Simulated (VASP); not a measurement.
Input of a VASP 6.6.1 run:

Contents of INCAR:

```
SYSTEM = W
ALGO = Normal
EDIFF = 1E-6
EDIFFG = -0.04
ENCUT = 600
GGA = PE
IBRION = 2
ISIF = 3
ISMEAR = 0
LASPH = .TRUE.
LCHARG = .FALSE.
LREAL = .FALSE.
LWAVE = .FALSE.
NELM = 100
NSW = 90
PREC = Accurate
SIGMA = 0.1
```

File KPOINTS:

```
k-points
0
G
  6 6 4
  0 0 0
```

POSCAR

```
W
1.0
    2.9134635405      0.0000000000      0.0000000000
   -1.4567317703      2.5231334391      0.0000000000
    0.0000000000      0.0000000000      4.7287056219
W
2
Direct
    0.3333333333      0.6666666667      0.2500000000
    0.6666666667      0.3333333333      0.7500000000
```

Potentials or basis: VASP PAW PBE potentials, release 64 (W_sv).

Launch:

```sh
$ cat potpaw_PBE.64/W_sv/POTCAR > POTCAR
$ mpirun -np 1 vasp_std > vasp.out
```

**Question.** Estimate the space group after relaxing (to 0.05 Å).

**Answer.** P6_3/mmc (No. 194).

**Question.** What does it give for the relaxed volume?

**Answer.** 16.63 Å³/atom.

**Question.** What does it give for the relaxed cell?

**Answer.** a = 2.779 Å, b = 2.779 Å, c = 4.971 Å, α = 90.00°, β = 90.00°, γ = 120.00°.

**Question.** What does it give for the band gap on the k mesh?

**Answer.** Zero (band 14 reaches 11.63 eV, above the bottom of band 15 at 10.02 eV).

Step by step:
| step | energy change (eV) | largest force (eV/Å) | pressure (GPa) | volume (Å³) |
| --- | --- | --- | --- | --- |
| 1 | 0.0000 | 0.0000 | -13.26 | 34.76 |
| 2 | 0.7417 | 0.0000 | 67.73 | 27.97 |
| 3 | -0.1118 | 0.0000 | 1.98 | 32.83 |
| 4 | -0.1126 | 0.0000 | 3.25 | 32.69 |
| 5 | -0.2132 | 0.0000 | 9.02 | 32.31 |
| 6 | -0.2215 | 0.0000 | 7.72 | 32.38 |
| 7 | -0.1159 | 0.0000 | -14.40 | 35.37 |
| 8 | -0.2412 | 0.0000 | 0.47 | 33.22 |
| 9 | -0.2412 | 0.0000 | 0.67 | 33.19 |
| 10 | -0.2413 | 0.0000 | -0.65 | 33.30 |
| 11 | -0.2421 | 0.0000 | -0.03 | 33.25 |

Caveat: the k points lie up to 0.44 Å⁻¹ apart in the final cell; spin-orbit coupling is left out, which moves the levels of the heavy elements.
